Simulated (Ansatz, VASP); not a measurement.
# Two plane-wave programs on CoSi2

```xyz
3
Lattice="0.0000 2.6396 2.6396 2.6396 0.0000 2.6396 2.6396 2.6396 0.0000" Properties=species:S:1:pos:R:3 pbc="T T T"
Co    0.0000    0.0000    0.0000
Si    1.3198    1.3198    1.3198
Si    3.9594    3.9594    3.9594
```

Alike in both runs: task single point; functional r2SCAN; k mesh 8 × 8 × 8; occupations gaussian, width 0.05 eV; collinear spin.

|  | VASP | Ansatz |
| --- | --- | --- |
| version | VASP 6.6.1 | Ansatz 0.2.0 |
| potentials or method | VASP PAW PBE potentials, release 64 (Co, Si), cutoff 520 eV | scalar-relativistic, plane waves, PAW |
| valence electrons in the cell | 17 | 25 |

```tsv
	VASP	Ansatz	Ansatz less VASP
gap on the k mesh at the Fermi level (eV)	none	none	-
pressure (GPa)	4.1	4.2	+0.08
net moment per atom (μB)	0.00	0.00	0.000
```

VASP's potentials were made for PBE, not for r2SCAN. A gap of «none» marks a metal or a gap that the smearing closes. The functional is the same, so the differences come from potentials, cutoffs and numerics. VASP's potentials hold 17 valence electrons a cell and Ansatz's 25, so a difference there can come from the potentials and not from the codes. Ansatz's warnings: seeded moment not kept, stability check not made.
